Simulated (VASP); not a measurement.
Crystal: SnO (zincblende type).

```xyz
2
Lattice="0.0000 2.2785 2.2785 2.2785 0.0000 2.2785 2.2785 2.2785 0.0000" Properties=species:S:1:pos:R:3 pbc="T T T"
Sn    0.0000    0.0000    0.0000
O     1.1392    1.1392    1.1392
```

| Property | Result |
| --- | --- |
| Program | VASP 6.6.1 |
| Task | relaxation of cell and atoms |
| Functional | PBE |
| Potentials or basis | VASP PAW PBE potentials, release 64 (Sn_d, O) |
| Cutoff | 600 eV |
| k mesh | 12 × 12 × 12 |
| Occupations | fermi-dirac, width 0.08 eV |
| Spin | no spin polarisation |

At the start: pressure 98.6 GPa; volume 11.83 Å³/atom.

Q: How do energy, volume and symmetry change on relaxing?

A: Over 6 steps the energy falls by 1642.4 meV/atom and the volume is 20.09 Å³/atom (+69.8 %); space group F-43m (No. 216, to 0.05 Å).

The path:
| step | energy change (eV) | largest force (eV/Å) | pressure (GPa) | volume (Å³) |
| --- | --- | --- | --- | --- |
| 1 | 0.0000 | 0.0000 | 98.56 | 23.66 |
| 2 | -1.9907 | 0.0000 | -19.12 | 58.34 |
| 3 | -3.2846 | 0.0000 | 0.30 | 39.98 |
| 4 | -3.2846 | 0.0000 | -0.35 | 40.37 |
| 5 | -3.2848 | 0.0000 | 0.08 | 40.14 |
| 6 | -3.2848 | 0.0000 | 0.01 | 40.18 |

Final structure:
```
Sn O
1.0
     0.00000    2.71842    2.71842
     2.71842    0.00000    2.71842
     2.71842    2.71842    0.00000
Sn O
1 1
Direct
  0.00000 0.00000 0.00000
  0.25000 0.25000 0.25000
```

Caveat: the volume moved by over 15 % at a fixed basis, so the end points are rough.
